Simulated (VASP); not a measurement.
**HfB2: relaxation of shape and atoms at fixed volume with PBEsol**

Crystal: HfB2.

```
Hf B
1.0
     3.06628    0.00000    0.00000
    -1.53314    2.65548    0.00000
     0.00000    0.00000    3.37068
Hf B
1 2
Direct
  0.00000 0.00000 0.00000
  0.33333 0.66667 0.50000
  0.66667 0.33333 0.50000
```

This cell differs from its parent crystal: volume scaled by 0.94.

```
Program                : VASP 6.6.1
Task                   : relaxation of shape and atoms at fixed volume
Functional             : PBEsol
Potentials or basis    : VASP PAW PBE potentials, release 64 (Hf_pv, B)
Cutoff                 : 600 eV
k mesh                 : 18 × 18 × 12
Occupations            : gaussian, width 0.1 eV
Spin                   : no spin polarisation
Dipole correction      : no
Further INCAR settings : ALGO = Normal; EDIFF = 1e-06; IBRION = 2; EDIFFG = -0.01; NSW = 50; ISIF = 4
```

* Energy gained by relaxing: 0.0 meV/atom
* Ionic steps: 2
* Pressure after relaxing: 18.4 GPa
* Band gap on the k mesh: zero (band 8 reaches 8.93 eV, above the bottom of band 9 at 7.65 eV)

Final structure:
```
CELL_PARAMETERS angstrom
3.06721 0.00000 0.00000
-1.53360 2.65628 0.00000
0.00000 0.00000 3.36865
ATOMIC_POSITIONS crystal
Hf 0.00000 0.00000 0.00000
B 0.33333 0.66667 0.50000
B 0.66667 0.33333 0.50000
```

Levels at points of the mesh, in eV from the Fermi level:
```
           k point  band 4  band 5  band 6  band 7  band 8  band 9  band 10  band 11  band 12
(0.00, 0.00, 0.00)  -14.23   -3.27   -3.19   -3.19   -2.68    4.34     4.34     5.13     5.13
(0.50, 0.00, 0.00)  -10.24   -9.09   -4.42   -3.58   -3.21    2.30     2.90     6.15     6.16
(0.00, 0.00, 0.50)  -11.37   -8.73   -1.29   -1.29    0.16    0.16     0.98     0.98     2.54
(0.50, 0.00, 0.50)  -10.77   -7.60   -5.37   -5.07   -2.54    4.40     4.68     6.79     8.10
```

It took 73 s on 1 thread of Intel(R) Xeon(R) Platinum 8488C (Sapphire Rapids), on a shared host, peak memory 0.24 GiB.

Caveat: the PAW data sets were made with another functional, which shifts forces and pressure a little; spin-orbit coupling is left out, which moves the levels of the heavy elements.
